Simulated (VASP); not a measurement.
Crystal: CdS5.

```
Cd S
1.0
     0.00000    3.87494    3.87494
     3.87494    0.00000    3.87494
     3.87494    3.87494    0.00000
Cd S
1 5
Direct
  0.00000 0.00000 0.00000
  0.75000 0.75000 0.75000
  0.39165 0.39165 0.82504
  0.39165 0.82504 0.39165
  0.39165 0.39165 0.39165
  0.82504 0.39165 0.39165
```

| Item | Value |
| --- | --- |
| Program | VASP 6.6.1 |
| Task | relaxation of cell and atoms |
| Functional | PBE |
| Potentials or basis | VASP PAW PBE potentials, release 64 (Cd, S) |
| Cutoff | 600 eV |
| k mesh | 8 × 8 × 8 |
| Occupations | gaussian, width 0.1 eV |
| Spin | no spin polarisation |

At the start: pressure -0.7 GPa; volume 19.39 Å³/atom.

Problem. How do energy, volume and symmetry change on relaxing?

Solution. Over 6 steps the energy falls by 7.4 meV/atom and the volume is 18.54 Å³/atom (-4.4 %); space group F-43m (No. 216, to 0.05 Å).

The path:
| step | energy change (eV) | largest force (eV/Å) | pressure (GPa) | volume (Å³) |
| --- | --- | --- | --- | --- |
| 1 | 0.0000 | 0.2699 | -0.66 | 116.37 |
| 2 | -0.0173 | 0.2118 | -0.48 | 115.03 |
| 3 | -0.0421 | 0.0895 | 0.37 | 111.07 |
| 4 | -0.0424 | 0.0789 | 0.52 | 110.58 |
| 5 | -0.0437 | 0.0316 | -0.41 | 111.71 |
| 6 | -0.0445 | 0.0090 | -0.06 | 111.27 |

Final structure:
```
Cd S
1.0
     0.00000    3.81751    3.81751
     3.81751    0.00000    3.81751
     3.81751    3.81751    0.00000
Cd S
1 5
Cartesian
  0.0000 0.0000 0.0000
  5.7263 5.7263 5.7263
  4.6812 4.6812 2.9539
  4.6812 2.9539 4.6812
  2.9539 2.9539 2.9539
  2.9539 4.6812 4.6812
```
